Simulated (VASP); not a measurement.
Set up this calculation in VASP 6.6.1, as the native input.

```
Task                   : molecular dynamics
Functional             : PBE
Potentials or basis    : VASP PAW PBE potentials, release 64 (Co, Si)
Cutoff                 : 520 eV
k mesh                 : 1 × 1 × 1, shifted
Occupations            : fermi-dirac, width 0.087 eV
Spin                   : no spin polarisation
Dipole correction      : no
Further INCAR settings : LREAL = Auto; ALGO = Normal; EDIFF = 1e-05; ISYM = 0; IBRION = 0; POTIM = 3.0; NSW = 40
```

The structure of Co13Si7 lies in POSCAR:

```
Co13Si7
1.0
    6.4939510000      0.0105820000      0.2710780000
    0.0105820000      6.2018580000     -0.1606020000
    0.2710780000     -0.1606020000      6.3520220000
Co Si
13 7
Direct
    0.6028351290      0.9567688590      0.2427707304
    0.2704533901      0.1312266254      0.0985398602
    0.5651659165      0.6046605428      0.4765745393
    0.5064167076      0.6699181324      0.9592434329
    0.5942051428      0.2087035157      0.9100420489
    0.1882577304      0.4526574626      0.0136866707
    0.9039679302      0.1100269659      0.1020776029
    0.8662695979      0.6296973597      0.1665550792
    0.0968581225      0.1298544597      0.7450794609
    0.8453642911      0.3268700921      0.5631917993
    0.2220734297      0.3346511539      0.4240977370
    0.8016708663      0.8573391159      0.7520648279
    0.2625525062      0.9530622935      0.4041224106
    0.1443434989      0.8262304581      0.0140385266
    0.9655234486      0.9638392068      0.4145026628
    0.9752332259      0.5973006012      0.4942599404
    0.8645490305      0.4407609540      0.8858821084
    0.3962791855      0.4069518165      0.6982654873
    0.4401774308      0.9328814580      0.6828943997
    0.5806851507      0.2957904544      0.2927675700
```

One way to write it, as run:

INCAR

```
SYSTEM = Co13Si7
ALGO = Normal ; EDIFF = 1E-5
ENCUT = 520 ; GGA = PE
IBRION = 0 ; ISIF = 2
ISMEAR = -1 ; ISYM = 0
LANGEVIN_GAMMA = 15 15 ; LASPH = .True.
LCHARG = .True. ; LREAL = Auto
LWAVE = .False. ; MDALGO = 3
NELM = 80 ; NELMIN = 4
NSW = 40 ; POTIM = 3.0
PREC = Accurate ; RANDOM_SEED = 98111 0 0
SIGMA = 0.087 ; TEBEG = 1010.0
TEEND = 1010.0
```

KPOINTS

```
Automatic mesh
0
Gamma
  1 1 1
  0.25 0.25 0.25
```

Potentials or basis: VASP PAW PBE potentials, release 64 (Co, Si).

Launch:

```sh
$ cat potpaw_PBE.64/Co/POTCAR potpaw_PBE.64/Si/POTCAR > POTCAR
$ mpirun -np 1 vasp_std > vasp.out
```

Run time: 29 min on 1 thread of Intel(R) Xeon(R) 6975P-C (Granite Rapids) (shared host), peak memory 0.38 GiB.
